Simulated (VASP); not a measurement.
# FeO (R-3m) in VASP: notebook

The runs below take FeO through single point, with LDA.

Everything below comes from runs of VASP 6.6.1. Logs are shortened: lines on timing, memory, paths and dates and some standing lists are left out, and cuts for length are marked.

## 1. The cell of the first run

It takes space group R-3m (No. 166, trigonal). Conventional cell: a = 3.017 Å, b = 3.017 Å, c = 7.508 Å, α = 90.00°, β = 90.00°, γ = 120.00°. Fe (site symmetry -3m) has 6 O at 2.14 Å within 2.8 Å. Within 2.8 Å of O (site symmetry -3m) lie 6 Fe at 2.14 Å.

## 2. Single point, LDA, collinear spin, ferromagnetic start

File INCAR:

```
ALGO = Normal ; EDIFF = 1E-6
ENCUT = 520 ; GGA = CA
ISIF = 2 ; ISMEAR = -1
ISPIN = 2 ; LASPH = T
LCHARG = F ; LMAXMIX = 4
LORBIT = 11 ; LREAL = F
LWAVE = F ; MAGMOM = 3 0
NBANDS = 18 ; NELM = 150
PREC = Accurate ; SIGMA = 0.05
```

File KPOINTS:

```
k-points
0
Gamma
  11 11 11
```

File POSCAR:

```
FeO
1.0
    1.5086271663      0.8710063006      2.5026668604
   -1.5086271663      0.8710063006      2.5026668604
    0.0000000000     -1.7420126011      2.5026668604
Fe O
1 1
Direct
    0.0000000000      0.0000000000      0.0000000000
    0.5000000000      0.5000000000      0.5000000000
```

Potentials or basis: VASP PAW LDA potentials, release 64 (Fe, O).

Launch:

```console
> cat potpaw_LDA.64/Fe/POTCAR potpaw_LDA.64/O/POTCAR > POTCAR
> mpirun -np 1 vasp_std > vasp.out
```

OUTCAR:

```text
EDIFF = 1E-6
   ENCUT = 520
   GGA = CA
   ISIF = 2
   ISMEAR = -1
   ISPIN = 2
   LASPH = T
   LORBIT = 11
   LREAL = F
   NELM = 150
   PREC = Accurate

 ion  position               nearest neighbor table
   1  0.000  0.000  0.000-   2 2.14   2 2.14   2 2.14   2 2.14   2 2.14   2 2.14
   2  0.500  0.500  0.500-   1 2.14   1 2.14   1 2.14   1 2.14   1 2.14   1 2.14

  LATTYP: Found a trigonal (rhomboedric) cell.
 ALAT       =     3.0492538951
 COS(alpha) =     0.5104391626

  Lattice vectors:

 A1 = (   1.5086271663,   0.8710063006,   2.5026668604)
 A2 = (  -1.5086271663,   0.8710063006,   2.5026668604)
 A3 = (   0.0000000000,  -1.7420126011,   2.5026668604)

Analysis of symmetry for initial positions (statically):
=====================================================================
 Subroutine PRICEL returns:
 Original cell was already a primitive cell.

 Routine SETGRP: Setting up the symmetry group for a
 trigonal (rhombohedral) supercell.

 Subroutine GETGRP returns: Found 12 space group operations
 (whereof 12 operations were pure point group operations)
 out of a pool of 12 trial point group operations.

The static configuration has the point symmetry D_3d.

Analysis of symmetry for dynamics (positions and initial velocities):
=====================================================================
 Subroutine PRICEL returns:
 Original cell was already a primitive cell.

 Routine SETGRP: Setting up the symmetry group for a
 trigonal (rhombohedral) supercell.

 Subroutine GETGRP returns: Found 12 space group operations
 (whereof 12 operations were pure point group operations)
 out of a pool of 12 trial point group operations.

The dynamic configuration has the point symmetry D_3d.

Analysis of structural, dynamic, and magnetic symmetry:
=====================================================================
 Subroutine PRICEL returns:
 Original cell was already a primitive cell.

 Routine SETGRP: Setting up the symmetry group for a
 trigonal (rhombohedral) supercell.

 Subroutine GETGRP returns: Found 12 space group operations
 (whereof 12 operations were pure point group operations)
 out of a pool of 12 trial point group operations.

The overall configuration has the point symmetry D_3d.

 Subroutine INISYM returns: Found 12 space group operations
 (whereof 12 operations are pure point group operations),
 and found     1 'primitive' translations

----------------------------------------------------------------------------------------

                                     Primitive cell

[... 106 lines left out ...]
   EFERMI_NEDOS =   21; number of points for ismear=-14 and -15
   IALGO  =     38    algorithm
   IMIX   =      4    mixing-type and parameters
     AMIX     =   0.40;   BMIX     =  1.00
     AMIX_MAG =   1.60;   BMIX_MAG =  1.00
  volume/ion in A,a.u.               =       9.87        66.58
  Fermi-wavevector in a.u.,A,eV,Ry     =   1.460153  2.759289 29.008254  2.132047
  Thomas-Fermi vector in A             =   2.576636
   LORBIT       =     11    0 simple, 1 ext, 2 COOP (PROOUT), +10 PAW based schemes
   GGA     = CA    functional components
   LHFCALC =     F    Hartree Fock is set to
   AEXX    =    0.0000 exact exchange contribution
   IVDW    =     0    specifies the selected vdW correction
   LEPSILON=     F    determine dielectric tensor
   LRPA    =     F    only Hartree local field effects (RPA)
 spin polarized calculation
  energy-cutoff  :      520.00
  volume of cell :       19.73
 maximum number of plane-waves:       544
   NGX = 11   NGY = 11   NGZ = 11

 number of electron      13.9999997 magnetization       3.9794463

 Free energy of the ion-electron system (eV)
  ---------------------------------------------------
  ext. energy  EPLUGINS =         0.00000000
  ---------------------------------------------------
  free energy    TOTEN  =       -16.43285331 eV

  energy without entropy =      -16.41930611  energy(sigma->0) =      -16.42607971

 E-fermi :   5.9805     XC(G=0): -12.7042

 val. band max:        5.9781158656   @ k =   0.2727   0.1818   0.1818
 cond. band min:       5.9808599915   @ k =   0.2727   0.0909   0.0000
 fundamental gap:      0.0027441259
 Fermi energy:         5.9804843876

 spin component 1

 k-point     1 :       0.0000    0.0000    0.0000
  band No.  band energies     occupation
      1     -14.5104      1.00000
      2       2.1254      1.00000
      3       2.2291      1.00000
      4       2.2291      1.00000
      5       2.3115      1.00000
      6       2.3785      1.00000
[... 493 lines left out ...]
     17      32.8800      0.00000
     18      34.5808      0.00000

 [... further k-points ...]

 spin component 2

 k-point     1 :       0.0000    0.0000    0.0000
  band No.  band energies     occupation
      1     -13.9355      1.00000
      2       2.7360      1.00000
      3       2.8426      1.00000
      4       2.8426      1.00000
      5       5.1549      1.00000
      6       5.2437      1.00000
[... 493 lines left out ...]
     17      33.7318      0.00000
     18      35.3647      0.00000

 [... further k-points ...]
[... 5 lines left out ...]
  --------------------------------------------------------------------------------------
  -------------------------------------------------------------------------------------
  Total       -1.5752388     -1.5752388     -1.7045929      0.0000000     -0.0000000      0.0000000
  in kB     -127.9085220   -127.9085220   -138.4119990      0.0000000     -0.0000000      0.0000000
  external PRESSURE =    -131.4096810 kB  Pullay stress =       0.0000000 kB

 VOLUME and BASIS-vectors are now :
 -----------------------------------------------------------------------------
  energy-cutoff  :      520.00
  volume of cell :       19.73
      direct lattice vectors                 reciprocal lattice vectors
     1.508627166  0.871006301  2.502666860     0.331427149  0.191349553  0.133191252
    -1.508627166  0.871006301  2.502666860    -0.331427149  0.191349553  0.133191252
     0.000000000 -1.742012601  2.502666860     0.000000000 -0.382699107  0.133191252

 POSITION                                       TOTAL-FORCE (eV/Angst)
 -----------------------------------------------------------------------------------
      0.00000      0.00000      0.00000        -0.000000     -0.000000      0.000000
      0.00000      0.00000      3.75400         0.000000      0.000000      0.000000
 -----------------------------------------------------------------------------------
    total drift:                               -0.000000      0.000000     -0.000000

  FREE ENERGIE OF THE ION-ELECTRON SYSTEM (eV)
  ---------------------------------------------------
  free  energy   TOTEN  =       -16.4328533068 eV

  energy  without entropy=      -16.4193061059  energy(sigma->0) =      -16.42607971

 total charge

# of ion       s       p       d       tot
------------------------------------------
    1        0.297   0.374   6.120   6.791
    2        1.544   3.416   0.000   4.960
--------------------------------------------------
tot          1.842   3.790   6.120  11.751

 magnetization (x)

# of ion       s       p       d       tot
------------------------------------------
    1        0.024   0.021   3.513   3.559
    2        0.031   0.285   0.000   0.316
--------------------------------------------------
tot          0.055   0.307   3.513   3.875
```

Run time: 2.3 min. Hardware: 1 thread of Intel Xeon 8259CL, shared host; peak memory 0.2 GiB.

Results:

```yaml
Free_energy: -16.4329 eV
Pressure: -13.1 GPa
Band_gap_on_the_k_mesh: zero (filled and empty bands overlap)
Net_moment: 3.98 μB per cell
Site_moments: Fe +3.56; O +0.32 μB
Valence_electrons_inside_the_program's_atomic_spheres: Fe 6.79; O 4.96
```

Caveat: the cell stands under tension; a cell with one magnetic atom can't hold antiferromagnetic order, which such compounds often take; semilocal functionals often make such compounds metallic where correlation or magnetic order opens a gap, which also shifts bond lengths. With open d or f shells a metallic result of LDA can be an artefact of self-interaction; +U or a hybrid may open a gap.

## 3. Single point, LDA, collinear spin, ferromagnetic start

This run uses another cell than the first one, of 10.47 Å³/atom.

File INCAR:

```
SYSTEM = FeO
ALGO = Normal
EDIFF = 1E-6
ENCUT = 520
GGA = CA
ISIF = 2
ISMEAR = -1
ISPIN = 2
LASPH = .True.
LCHARG = .False.
LMAXMIX = 4
LORBIT = 11
LREAL = .False.
LWAVE = .False.
MAGMOM = 3 0
NBANDS = 18
NELM = 150
PREC = Accurate
SIGMA = 0.05
```

File KPOINTS:

```
k-points
0
Gamma
  11 11 11
  0 0 0
```

File POSCAR:

```
FeO
1.0
    1.5388076799      0.8884310282      2.5527334195
   -1.5388076799      0.8884310282      2.5527334195
    0.0000000000     -1.7768620564      2.5527334195
Fe O
1 1
Direct
    0.0000000000      0.0000000000      0.0000000000
    0.5000000000      0.5000000000      0.5000000000
```

Potentials or basis: VASP PAW LDA potentials, release 64 (Fe, O).

Launch:

```console
> cat potpaw_LDA.64/Fe/POTCAR potpaw_LDA.64/O/POTCAR > POTCAR
> mpirun -np 1 vasp_std > vasp.out
```

OUTCAR:

```text
SYSTEM = FeO
   EDIFF = 1E-6
   ENCUT = 520
   GGA = CA
   ISIF = 2
   ISMEAR = -1
   ISPIN = 2
   LASPH = .True.
   LORBIT = 11
   LREAL = .False.
   NELM = 150
   PREC = Accurate

 ion  position               nearest neighbor table
   1  0.000  0.000  0.000-   2 2.19   2 2.19   2 2.19   2 2.19   2 2.19   2 2.19
   2  0.500  0.500  0.500-   1 2.19   1 2.19   1 2.19   1 2.19   1 2.19   1 2.19

  LATTYP: Found a trigonal (rhomboedric) cell.
 ALAT       =     3.1102550826
 COS(alpha) =     0.5104391626

  Lattice vectors:

 A1 = (   1.5388076799,   0.8884310282,   2.5527334195)
 A2 = (  -1.5388076799,   0.8884310282,   2.5527334195)
 A3 = (   0.0000000000,  -1.7768620564,   2.5527334195)
[... 1222 lines left out ...]
 -----------------------------------------------------------------------------
  energy-cutoff  :      520.00
  volume of cell :       20.94
      direct lattice vectors                 reciprocal lattice vectors
     1.538807680  0.888431028  2.552733419     0.324926894  0.187596630  0.130578983
    -1.538807680  0.888431028  2.552733419    -0.324926894  0.187596630  0.130578983
     0.000000000 -1.776862056  2.552733419     0.000000000 -0.375193260  0.130578983

 POSITION                                       TOTAL-FORCE (eV/Angst)
 -----------------------------------------------------------------------------------
      0.00000      0.00000      0.00000        -0.000000     -0.000000     -0.000000
      0.00000      0.00000      3.82910         0.000000      0.000000      0.000000
 -----------------------------------------------------------------------------------
    total drift:                               -0.000000      0.000000     -0.000000

  FREE ENERGIE OF THE ION-ELECTRON SYSTEM (eV)
  ---------------------------------------------------
  free  energy   TOTEN  =       -16.3019303160 eV

  energy  without entropy=      -16.2887234597  energy(sigma->0) =      -16.29532689

 total charge

# of ion       s       p       d       tot
------------------------------------------
    1        0.282   0.335   6.077   6.694
    2        1.544   3.385   0.000   4.929
--------------------------------------------------
tot          1.826   3.720   6.077  11.623

 magnetization (x)

# of ion       s       p       d       tot
------------------------------------------
    1        0.024   0.020   3.536   3.580
    2        0.029   0.282   0.000   0.310
--------------------------------------------------
tot          0.053   0.301   3.536   3.890
```

stdout:

```text
POSCAR found type information on POSCAR FeO
 POSCAR found :  2 types and       2 ions
 scaLAPACK will be used
 LDA part: xc-table for (Slater(with rela. corr.)+CA(PZ))
 , standard interpolation
 POSCAR, INCAR and KPOINTS ok, starting setup
 FFT: planning ... GRIDC
 FFT: planning ... GRID_SOFT
 FFT: planning ... GRID
 WAVECAR not read
 entering main loop
```

Run time: 2.4 min. Hardware: 1 thread of Intel Xeon 8259CL, shared host; peak memory 0.2 GiB.

Results:

```yaml
Free_energy: -16.3019 eV
Pressure: -21.8 GPa
Band_gap_on_the_k_mesh: zero (filled and empty bands overlap)
Net_moment: 4.00 μB per cell
Site_moments: Fe +3.58; O +0.31 μB
Valence_electrons_inside_the_program's_atomic_spheres: Fe 6.69; O 4.93
```

Caveat: the cell stands under tension; a cell with one magnetic atom can't hold antiferromagnetic order, which such compounds often take; semilocal functionals often make such compounds metallic where correlation or magnetic order opens a gap, which also shifts bond lengths.

## 4. Single point, LDA, collinear spin, ferromagnetic start

This run uses another cell than the first one, of 10.67 Å³/atom.

File INCAR:

```
SYSTEM = FeO
  ALGO = Normal
  EDIFF = 1E-6
  ENCUT = 520
  ISIF = 2
  ISMEAR = -1
  ISPIN = 2
  LASPH = .TRUE.
  LCHARG = .FALSE.
  LMAXMIX = 4
  LORBIT = 11
  LREAL = .FALSE.
  LWAVE = .FALSE.
  MAGMOM = 3 0
  NBANDS = 18
  NELM = 150
  PREC = Accurate
  SIGMA = 0.05
```

File KPOINTS:

```
k-points
0
G
  11 11 11
  0 0 0
```

File POSCAR:

```
FeO
1.0
    1.5486092669      0.8940899771      2.5689933065
   -1.5486092669      0.8940899771      2.5689933065
    0.0000000000     -1.7881799543      2.5689933065
Fe O
1 1
Direct
    0.0000000000      0.0000000000      0.0000000000
    0.5000000000      0.5000000000      0.5000000000
```

Potentials or basis: VASP PAW LDA potentials, release 64 (Fe, O).

Launch:

```console
> cat potpaw_LDA.64/Fe/POTCAR potpaw_LDA.64/O/POTCAR > POTCAR
> mpirun -np 1 vasp_std > vasp.out
```

OUTCAR:

```text
SYSTEM = FeO
   EDIFF = 1E-6
   ENCUT = 520
   ISIF = 2
   ISMEAR = -1
   ISPIN = 2
   LASPH = .TRUE.
   LORBIT = 11
   LREAL = .FALSE.
   NELM = 150
   PREC = Accurate

 ion  position               nearest neighbor table
   1  0.000  0.000  0.000-   2 2.20   2 2.20   2 2.20   2 2.20   2 2.20   2 2.20
   2  0.500  0.500  0.500-   1 2.20   1 2.20   1 2.20   1 2.20   1 2.20   1 2.20

  LATTYP: Found a trigonal (rhomboedric) cell.
 ALAT       =     3.1300661586
 COS(alpha) =     0.5104391626

  Lattice vectors:

 A1 = (   1.5486092669,   0.8940899771,   2.5689933065)
 A2 = (  -1.5486092669,   0.8940899771,   2.5689933065)
[... 1223 lines left out ...]
 -----------------------------------------------------------------------------
  energy-cutoff  :      520.00
  volume of cell :       21.34
      direct lattice vectors                 reciprocal lattice vectors
     1.548609267  0.894089977  2.568993306     0.322870340  0.186409278  0.129752511
    -1.548609267  0.894089977  2.568993306    -0.322870340  0.186409278  0.129752511
     0.000000000 -1.788179954  2.568993306     0.000000000 -0.372818555  0.129752511

 POSITION                                       TOTAL-FORCE (eV/Angst)
 -----------------------------------------------------------------------------------
      0.00000      0.00000      0.00000         0.000000      0.000000      0.000000
      0.00000     -0.00000      3.85349        -0.000000     -0.000000     -0.000000
 -----------------------------------------------------------------------------------
    total drift:                               -0.000000      0.000000     -0.000000

  FREE ENERGIE OF THE ION-ELECTRON SYSTEM (eV)
  ---------------------------------------------------
  free  energy   TOTEN  =       -16.2450638720 eV

  energy  without entropy=      -16.2315123743  energy(sigma->0) =      -16.23828812

 total charge

# of ion       s       p       d       tot
------------------------------------------
    1        0.277   0.324   6.065   6.666
    2        1.545   3.375   0.000   4.920
--------------------------------------------------
tot          1.821   3.699   6.065  11.586

 magnetization (x)

# of ion       s       p       d       tot
------------------------------------------
    1        0.024   0.019   3.540   3.583
    2        0.028   0.279   0.000   0.307
--------------------------------------------------
tot          0.052   0.298   3.540   3.890
```

It took 2.3 min on 1 thread of Intel Xeon 8259CL, shared host; peak memory 0.2 GiB.

What came out:

```yaml
Free_energy: -16.2451 eV
Pressure: -24.1 GPa
Band_gap_on_the_k_mesh: zero (filled and empty bands overlap)
Net_moment: 4.00 μB per cell
Site_moments: Fe +3.58; O +0.31 μB
Valence_electrons_inside_the_program's_atomic_spheres: Fe 6.67; O 4.92
```

Caveat: the cell stands under tension; a cell with one magnetic atom can't hold antiferromagnetic order, which such compounds often take; semilocal functionals often make such compounds metallic where correlation or magnetic order opens a gap, which also shifts bond lengths.

## 5. Summary

```csv
cell,gap on the mesh (eV),pressure (GPa),moment (μB)
"a = 3.049 Å, angles 59.3°, 2 atoms",none,-13.1,3.98
"a = 3.110 Å, angles 59.3°, 2 atoms",none,-21.8,4.00
"a = 3.130 Å, angles 59.3°, 2 atoms",none,-24.1,4.00
```

Alike in all rows: task single point; level LDA; potentials or basis VASP PAW LDA potentials, release 64 (Fe, O); spin collinear, ferromagnetic start; k mesh 11 × 11 × 11; cutoff (eV) 520; smearing fermi-dirac 0.05 eV.

Caveats: the cell stands under tension; a cell with one magnetic atom can't hold antiferromagnetic order, which such compounds often take; semilocal functionals often make such compounds metallic where correlation or magnetic order opens a gap, which also shifts bond lengths.

Total energies depend on the potentials used, so only differences within one code and one set of settings carry meaning.
